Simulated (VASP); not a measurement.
TaN: single point with PBEsol

The system is TaN.

```
Ta N
1.0
     3.21979    0.00000    0.00000
    -1.60989    2.78842    0.00000
     0.00000    0.00000    4.43275
Ta N
2 2
Direct
  0.33333 0.66667 0.00000
  0.66667 0.33333 0.50000
  0.33333 0.66667 0.38500
  0.66667 0.33333 0.88500
```

This cell differs from its parent crystal: ratio of the length along z to the lengths across it x 0.85, volume and fractional coordinates fixed.

```yaml
Program: VASP 6.6.1
Task: single point
Functional: PBEsol
Potentials_or_basis: VASP PAW PBE potentials, release 64 (Ta_pv, N)
Cutoff: 520 eV
k_mesh: 18 × 18 × 12
Occupations: gaussian, width 0.15 eV
Spin: no spin polarisation
Dipole_correction: no
Further_INCAR_settings: ALGO = Normal; EDIFF = 1e-07; NBANDS = 24
```

* Pressure: 133.6 GPa
* Largest force: 8.211 eV/Å
* Band gap on the k mesh: zero (bands 16 and 17 overlap by 2.80 eV)

Forces in eV/Å, atoms in the order of the input:
```
Ta   0.000  0.000 -8.211
Ta   0.000  0.000 -8.211
N    0.000  0.000  8.211
N    0.000  0.000  8.211
```

Stress tensor (GPa, compression positive):
```
103.07   0.00   0.00
  0.00 103.07   0.00
  0.00   0.00 194.75
```

Levels at points of the mesh, in eV from the Fermi level:
```
           k point  band 13  band 14  band 15  band 16  band 17  band 18  band 19  band 20
(0.00, 0.00, 0.00)    -7.45    -5.93    -1.90    -1.90    -0.25     1.58     2.31     2.31
(0.50, 0.00, 0.00)    -5.68    -5.33    -2.57    -0.86    -0.08     0.40     2.29     2.66
(0.00, 0.00, 0.50)    -8.62    -8.62     1.40     1.40     1.40     1.40     1.48     1.48
(0.50, 0.00, 0.50)    -6.94    -6.94    -0.23    -0.23     1.90     1.90     2.61     2.61
```

Run time: 3.2 min on 1 thread of AMD EPYC 7R43 64-Core Processor (Zen 3), on a shared host, peak memory 0.28 GiB.

Caveat: the cell stands under pressure; the PAW data sets were made with another functional, which shifts forces and pressure a little; spin-orbit coupling is left out, which moves the levels of the heavy elements.
